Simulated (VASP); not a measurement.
# Si16HC16 (a cell with a defect) in VASP: notebook

Si16HC16 (a cell with a defect) is run at these levels: PBE; tasks: single point.

Everything below comes from runs of VASP 6.6.1. Logs are shortened: lines on timing, memory, paths and dates and some standing lists are left out, and cuts for length are marked.

**1. The cell of the first run**

The cell holds a defect, 33 atoms: a = 6.188 Å, b = 6.188 Å, c = 10.129 Å, α = 90.00°, β = 90.00°, γ = 120.00°.

**2. Single point, PBE, collinear spin**

Contents of INCAR:

```
PREC = Accurate
ENCUT = 520
EDIFF = 1E-6
ISMEAR = -1
SIGMA = 0.01
LREAL = Auto
LASPH = T
NELM = 200
ALGO = Normal
ISIF = 2
LWAVE = F
LCHARG = F
ISPIN = 2
MAGMOM = 0.01 0 0 0 0.01 0 0 0 0.01 0 0.02 0 0 0 0 0 0.03 0 0 0.05 0.03 0.01 0 0.04 0.03 0 0.01 0.05 0.01 0 0 0.05 0.42
LORBIT = 11
NUPDOWN = 1.0
GGA = PE
NBANDS = 90
GGA_COMPAT = F
```

Contents of KPOINTS:

```
Automatic mesh
0
Gamma
  1 1 1
  0.25 0.25 0.25
```

Contents of POSCAR:

```
Si16HC16
1.0
    6.1879230296      0.0000000560      0.0000000000
   -3.0939615633      5.3588985123      0.0000000000
    0.0000000000      0.0000000000     10.1287833600
Si C H
16 16 1
Direct
    0.3323221235      0.1667631708      0.9378347165
    0.1650383823      0.3342425125      0.4372744135
   -0.0004893307     -0.0019713121      0.6863095244
   -0.0020670454      0.0000605682      0.1883370315
    0.3324935365      0.6624288161      0.9373943038
    0.1651319246      0.8342278149      0.4369754373
   -0.0007752319      0.4993986793      0.6860653811
   -0.0020456167      0.5007861991      0.1881932908
    0.8363649928      0.1667254120      0.9373978316
    0.6647782056      0.3336376839      0.4369774381
    0.4996042951     -0.0011699674      0.6860488475
    0.4982667063      0.0004503513      0.1865473509
    0.8338208785      0.6654101851      0.9379011503
    0.6649800606      0.8341848901      0.4369953612
    0.5005555345      0.4990585048      0.6863051179
    0.4989267547      0.5006490298      0.1883985291
    0.3343537689      0.1639964526      0.7488672111
    0.1640885869      0.3348333889      0.2502031840
   -0.0009153894     -0.0000707130      0.5000467183
   -0.0023723842     -0.0038782777      0.0027225628
    0.3346002516      0.6659899393      0.7485007952
    0.1646812507      0.8350818677      0.2502450980
   -0.0010941129      0.5002817255      0.4999234517
   -0.0017747342      0.5013549241      0.0022670207
    0.8325990146      0.1642580678      0.7484535804
    0.6638175206      0.3340819255      0.2503497035
    0.4990735920     -0.0001613893      0.5000201578
    0.4996866826     -0.0005398571      0.0001073004
    0.8338706364      0.6648070247      0.7499478010
    0.6639205149      0.8349910369      0.2503356006
    0.4995215215      0.5002051960      0.5000610937
    0.5033621387      0.5012683591      0.0028642282
    0.1673245209      0.3335927816      0.8624228749
```

Potentials or basis: VASP PAW PBE potentials, release 64 (Si, C, H).

The run is started by

```
$ cat potpaw_PBE.64/Si/POTCAR potpaw_PBE.64/C/POTCAR potpaw_PBE.64/H/POTCAR > POTCAR
$ mpirun -np 1 vasp_std > vasp.out
```

OUTCAR:

```text
PREC = Accurate
   ENCUT = 520
   EDIFF = 1E-6
   ISMEAR = -1
   LREAL = Auto
   LASPH = T
   NELM = 200
   ISIF = 2
   ISPIN = 2
   LORBIT = 11
   NUPDOWN = 1.0
   GGA = PE

 ion  position               nearest neighbor table
   1  0.332  0.167  0.938-  28 1.90  32 1.91  20 1.91  17 1.91  33 1.94   5 3.07   9 3.07  12 3.08
                            13 3.09  13 3.09  16 3.11   4 3.11  15 3.11   3 3.11   9 3.12  11 3.12
   2  0.165  0.334  0.437-  23 1.89  18 1.89  19 1.90  31 1.90   7 3.08  16 3.09   8 3.09   4 3.09
                             6 3.09  14 3.09  10 3.09  10 3.09  14 3.09   6 3.09  15 3.10   3 3.10
   3  1.000  0.998  0.686-  19 1.89  25 1.89  29 1.90  17 1.90   6 3.08   7 3.08  15 3.09  11 3.09
                            11 3.10  14 3.10   2 3.10  15 3.10   7 3.10   9 3.10  13 3.11   1 3.11
   4  0.998  0.000  0.188-  20 1.88  22 1.89  30 1.90  18 1.90  14 3.09   6 3.09  16 3.09   8 3.09
                             9 3.09   2 3.09  12 3.09  12 3.09   8 3.10  16 3.10   1 3.11  13 3.11
   5  0.332  0.662  0.937-  32 1.90  24 1.91  21 1.91  28 1.91  33 1.92   1 3.07   9 3.07  16 3.09
                            13 3.09  13 3.10  15 3.10  12 3.11   8 3.11   7 3.11   9 3.12  11 3.12
   6  0.165  0.834  0.437-  19 1.89  22 1.89  23 1.90  27 1.90   3 3.08   4 3.09   8 3.09  10 3.09
                            14 3.09   2 3.09   2 3.09  11 3.09  14 3.09   7 3.10  10 3.10  12 3.10
   7  0.999  0.499  0.686-  23 1.89  29 1.89  25 1.90  21 1.91   2 3.08   3 3.08  15 3.08  11 3.09
                            11 3.09  10 3.09   6 3.10  15 3.10   3 3.10   9 3.11  13 3.11   5 3.11
   8  0.998  0.501  0.188-  24 1.88  18 1.89  26 1.90  22 1.90  13 3.09  16 3.09  10 3.09   6 3.09
                             4 3.09   2 3.09  12 3.09  12 3.09   4 3.10  16 3.10   9 3.11   5 3.11
   9  0.836  0.167  0.937-  20 1.90  24 1.91  28 1.91  25 1.91  33 1.93   5 3.07   1 3.07   4 3.09
[... 16 lines left out ...]
  18  0.164  0.335  0.250-   8 1.89   2 1.89   4 1.90  16 1.90
  19  0.999  1.000  0.500-   3 1.89   6 1.89  14 1.90   2 1.90
  20  0.998  0.996  0.003-   4 1.88  13 1.89   9 1.90   1 1.91
  21  0.335  0.666  0.749-  15 1.89  11 1.89   7 1.91   5 1.91
  22  0.165  0.835  0.250-   4 1.89   6 1.89   8 1.90  12 1.90
[... 8 lines left out ...]
  31  0.500  0.500  0.500-  15 1.89  10 1.89  14 1.90   2 1.90
  32  0.503  0.501  0.003-  16 1.88  13 1.89   5 1.90   1 1.91
  33  0.167  0.334  0.862-   5 1.92   9 1.93   1 1.94

  LATTYP: Found a hexagonal cell.
 ALAT       =     6.1879230296
 C/A-ratio  =     1.6368631787

  Lattice vectors:

 A1 = (   6.1879230296,   0.0000000560,   0.0000000000)
 A2 = (  -3.0939615633,   5.3588985123,   0.0000000000)
 A3 = (   0.0000000000,   0.0000000000,  10.1287833600)

Analysis of symmetry for initial positions (statically):
=====================================================================
 Subroutine PRICEL returns:
 Original cell was already a primitive cell.

 Routine SETGRP: Setting up the symmetry group for a
 hexagonal supercell.
[... 223 lines left out ...]

 E-fermi :   7.6781     XC(G=0): -11.3526

 val. band max:        8.2738451522   @ k =  -0.2500  -0.2500   0.2500
 cond. band min:       9.2419943071   @ k =   0.5000   0.2500   0.2500
 fundamental gap:      0.9681491550
 Fermi energy:         8.5753906140

 spin component 1

 k-point     1 :       0.2500    0.2500    0.2500
  band No.  band energies     occupation
      1      -6.5899      1.00000
      2      -6.0041      1.00000
      3      -5.6021      1.00000
      4      -5.5095      1.00000
      5      -5.0432      1.00000
      6      -4.9549      1.00000
[... 463 lines left out ...]
     75      13.4906      0.00000
     76      13.5816      0.00000
 Fermi energy:         7.6781486841

 spin component 2

 k-point     1 :       0.2500    0.2500    0.2500
  band No.  band energies     occupation
      1      -6.5370      1.00000
      2      -5.9544      1.00000
      3      -5.5485      1.00000
      4      -5.4833      1.00000
      5      -4.9959      1.00000
      6      -4.9258      1.00000
[... 463 lines left out ...]
     75      13.5112      0.00000
     76      13.6100      0.00000
 [bands above 76 left out]

------------------------ aborting loop because EDIFF is reached ----------------------------------------

  FORCE on cell =-STRESS in cart. coord.  units (eV):
  Direction    XX          YY          ZZ          XY          YZ          ZX
  --------------------------------------------------------------------------------------
  -------------------------------------------------------------------------------------
  Total       -4.1405719     -5.4961813      9.5173082     -1.1555732     -0.0438264     -0.0032876
  in kB      -19.7511868    -26.2176590     45.3990744     -5.5122680     -0.2090590     -0.0156822
  external PRESSURE =      -0.1899238 kB  Pullay stress =       0.0000000 kB

 VOLUME and BASIS-vectors are now :
 -----------------------------------------------------------------------------
  energy-cutoff  :      520.00
  volume of cell :      335.88
      direct lattice vectors                 reciprocal lattice vectors
     6.187923030  0.000000056  0.000000000     0.161605112  0.093302757  0.000000000
    -3.093961563  5.358898512  0.000000000    -0.000000002  0.186605511  0.000000000
     0.000000000  0.000000000 10.128783360     0.000000000  0.000000000  0.098728541

 POSITION                                       TOTAL-FORCE (eV/Angst)
 -----------------------------------------------------------------------------------
      1.54042      0.89367      9.49912        -0.107558      0.049061     -0.030239
     -0.01289      1.79117      4.42906         0.108998     -0.061312     -0.004464
      3.09703      5.34833      6.95148         0.055327     -0.040662     -0.013072
      6.17494      0.00032      1.90762        -0.089191      0.051810     -0.004416
      0.00792      3.54989      9.49466        -0.116151      0.075985      0.011388
     -1.55925      4.47054      4.42603         0.107325     -0.053374     -0.015689
[... 25 lines left out ...]
      1.56386      2.68625      0.02901         0.061808     -0.048154     -0.039630
      0.00327      1.78769      8.73529        -0.000895     -0.017380     -0.001546
 -----------------------------------------------------------------------------------
    total drift:                                0.041378      0.022139      0.003105

  FREE ENERGIE OF THE ION-ELECTRON SYSTEM (eV)
  ---------------------------------------------------
  free  energy   TOTEN  =      -247.5163113588 eV

  energy  without entropy=     -247.5163113588  energy(sigma->0) =     -247.51631136

 total charge

# of ion       s       p       d       tot
------------------------------------------
    1        0.713   0.941   0.000   1.654
    2        0.717   0.956   0.000   1.673
    3        0.719   0.954   0.000   1.673
    4        0.719   0.957   0.000   1.676
    5        0.713   0.942   0.000   1.654
    6        0.717   0.958   0.000   1.675
[... 25 lines left out ...]
   32        0.853   1.669   0.000   2.522
   33        0.490   0.020   0.000   0.509
--------------------------------------------------
tot         25.583  41.983   0.000  67.565

 magnetization (x)

# of ion       s       p       d       tot
------------------------------------------
    1        0.002  -0.003   0.000  -0.001
    2        0.001   0.000   0.000   0.001
    3        0.001   0.003   0.000   0.004
    4        0.000   0.002   0.000   0.003
    5        0.002  -0.003   0.000  -0.001
    6        0.001   0.001   0.000   0.002
[... 25 lines left out ...]
   32        0.003   0.032   0.000   0.035
   33        0.245   0.002   0.000   0.247
--------------------------------------------------
tot          0.284   0.267   0.000   0.551
```

stdout:

```text
POSCAR found type information on POSCAR SiC H
 POSCAR found :  3 types and      33 ions
 scaLAPACK will be used
 LDA part: xc-table for (Slater+PW92), standard interpolation
 POSCAR, INCAR and KPOINTS ok, starting setup
 FFT: planning ... GRIDC
 FFT: planning ... GRID_SOFT
 FFT: planning ... GRID
 WAVECAR not read
 entering main loop
```

Wall time 15 min (1 thread of Intel Xeon Platinum 8259CL at 2.50GHz (Skylake/Cascade Lake), shared host); peak memory 0.69 GiB.

Results:

| Property | Result |
| --- | --- |
| Free energy | -247.5163 eV |
| Pressure | 0.0 GPa |
| Largest force | 0.192 eV/Å |
| Net moment | 1.00 μB per cell |
| Site moments | Si -0.00, +0.00, +0.01, +0.03 (each value once); C +0.02, +0.00, +0.03, +0.01, +0.04 (each value once); H +0.25 μB |
| Valence electrons inside the program's atomic spheres | Si 1.65, 1.67, 1.68 (each value once); C 2.51, 2.52 (each value once); H 0.51 |

Forces on the atoms (eV/Å):
```
Si  -0.108  0.049 -0.030
Si   0.109 -0.061 -0.004
Si   0.055 -0.041 -0.013
Si  -0.089  0.052 -0.004
Si  -0.116  0.076  0.011
Si   0.107 -0.053 -0.016
Si   0.105 -0.051  0.019
Si  -0.091  0.071 -0.025
Si  -0.106  0.078 -0.008
Si   0.099 -0.047  0.005
Si   0.109 -0.039 -0.002
Si  -0.082  0.050  0.000
Si  -0.121  0.076 -0.009
Si   0.105 -0.061  0.005
Si   0.090 -0.030 -0.017
Si  -0.110  0.081  0.004
C   -0.123  0.091  0.001
C    0.165 -0.097  0.000
C   -0.081  0.036  0.007
C    0.101 -0.050 -0.022
C   -0.147  0.083  0.011
C    0.149 -0.102  0.003
C   -0.087  0.039  0.007
C    0.074 -0.075  0.075
C   -0.124  0.069  0.026
C    0.165 -0.090 -0.010
C   -0.100  0.057  0.004
C    0.071 -0.054  0.011
C   -0.139  0.079  0.005
C    0.147 -0.101  0.008
C   -0.090  0.031  0.000
C    0.062 -0.048 -0.040
H   -0.001 -0.017 -0.002
```

Caveat: the k points lie up to 0.59 Å⁻¹ apart; the total moment is fixed, so each spin has its own Fermi level and the state may be an excited one.

**3. Single point, PBE, collinear spin**

Contents of INCAR:

```
  PREC = Accurate
  ENCUT = 520
  EDIFF = 1E-6
  ISMEAR = -1
  SIGMA = 0.01
  LREAL = Auto
  LASPH = True
  NELM = 200
  ALGO = Normal
  ISIF = 2
  LWAVE = False
  LCHARG = True
  ISPIN = 2
  MAGMOM = 0 0 0 0 0.01 0 0.02 0 0.01 0 0 0 0.01 0 0 0 0.01 0 0 0.05 0.03 0 0.01 0.05 0.03 0.01 0 0.03 0.03 0 0 0.04 0.42
  LORBIT = 11
  NUPDOWN = 1.0
  GGA = PE
  LELF = True
  LVHAR = True
  NBANDS = 90
  GGA_COMPAT = False
```

KPOINTS is that of step 2.

Contents of POSCAR:

```
Si16HC16
1.0
    6.1879230300      0.0000000600      0.0000000000
   -3.0939615600      5.3588985100      0.0000000000
    0.0000000000      0.0000000000     10.1287833600
Si C H
16 16 1
Direct
    0.3346272585      0.1654481992      0.9376930647
    0.1658390416      0.3340512495      0.4367688902
    0.0013349613     -0.0010161796      0.6860565842
   -0.0003391257      0.0005639217      0.1881980975
    0.3372274684      0.6667989048      0.9372016414
    0.1656660813      0.8336600180      0.4367749715
    0.0004932088      0.4986815904      0.6857816940
   -0.0008074557      0.5004306494      0.1864320251
    0.8334054150      0.1625945937      0.9371905119
    0.6660241072      0.3341416582      0.4368469477
    0.4999236479     -0.0006421877      0.6859493419
    0.4986780378      0.0007859658      0.1879860108
    0.8332318854      0.6667729919      0.9375438254
    0.6657853851      0.8341231062      0.4370842800
    0.5003076932      0.4980746447      0.6861011414
    0.4988369186      0.4999527310      0.1881196345
    0.3346674043      0.1648111207      0.7497285251
    0.1648923920      0.3349416500      0.2501176374
    0.0002768868      0.0000499505      0.4998505965
    0.0041458260      0.0012553042      0.0026392748
    0.3333834003      0.6642268823      0.7482949980
    0.1646179704      0.8340851591      0.2501359309
   -0.0000043479      0.4997221384      0.4998118915
    0.0005668226      0.4994902865     -0.0000839385
    0.8353837549      0.1658840625      0.7483170098
    0.6655633423      0.3350076345      0.2500960175
    0.4996981228      0.0001124893      0.4997856853
    0.4990752874      0.0013579384      0.0020251633
    0.8352691377      0.6638948531      0.7485990430
    0.6648391092      0.8347679225      0.2500366776
    0.4999516436      0.4998039099      0.4998586586
    0.4985409436      0.4962159846      0.0024808490
   -0.3316218437     -0.1667937977      0.8617281768
```

Potentials or basis: VASP PAW PBE potentials, release 64 (Si, C, H).

The run is started by

```
$ cat potpaw_PBE.64/Si/POTCAR potpaw_PBE.64/C/POTCAR potpaw_PBE.64/H/POTCAR > POTCAR
$ mpirun -np 1 vasp_std > vasp.out
```

It took 16 min on 1 thread of Intel Xeon Platinum 8259CL at 2.50GHz (Skylake/Cascade Lake), shared host; peak memory 0.69 GiB.

The run converged. Its results:

```
Free energy                                           : -247.5164 eV
Pressure                                              : 0.0 GPa
Largest force                                         : 0.195 eV/Å
Net moment                                            : 1.00 μB per cell
Site moments                                          : Si +0.00, -0.00, +0.03, +0.01 (each value once); C +0.01, +0.00, +0.04, +0.02, +0.03 (each value once); H +0.25 μB
Valence electrons inside the program's atomic spheres : Si 1.68, 1.67, 1.66, 1.65 (each value once); C 2.52, 2.51, 2.53 (each value once); H 0.51
```

Forces on the atoms (eV/Å):
```
Si  -0.117  0.075 -0.006
Si   0.113 -0.062  0.005
Si   0.097 -0.031 -0.010
Si  -0.111  0.083 -0.003
Si  -0.101  0.074 -0.005
Si   0.103 -0.059  0.004
Si   0.102 -0.038  0.007
Si  -0.083  0.046 -0.018
Si  -0.113  0.060  0.016
Si   0.111 -0.060 -0.023
Si   0.114 -0.049  0.008
Si  -0.071  0.065 -0.030
Si  -0.113  0.051 -0.018
Si   0.116 -0.064 -0.006
Si   0.067 -0.050 -0.012
Si  -0.087  0.064 -0.007
C   -0.147  0.080  0.011
C    0.138 -0.102  0.008
C   -0.095  0.040 -0.004
C    0.060 -0.047 -0.038
C   -0.125  0.067  0.021
C    0.170 -0.094 -0.002
C   -0.112  0.063 -0.004
C    0.066 -0.049  0.016
C   -0.144  0.083  0.006
C    0.150 -0.100  0.007
C   -0.094  0.050  0.006
C    0.075 -0.068  0.077
C   -0.132  0.091 -0.001
C    0.163 -0.092 -0.007
C   -0.098  0.039  0.006
C    0.099 -0.055 -0.016
H   -0.004 -0.012  0.009
```

Stress tensor (GPa, compression positive):
```
-1.97 -0.56 -0.01
-0.56 -2.62 -0.01
-0.01 -0.01  4.54
```

Caveat: the k points lie up to 0.59 Å⁻¹ apart; the total moment is fixed, so each spin has its own Fermi level and the state may be an excited one.
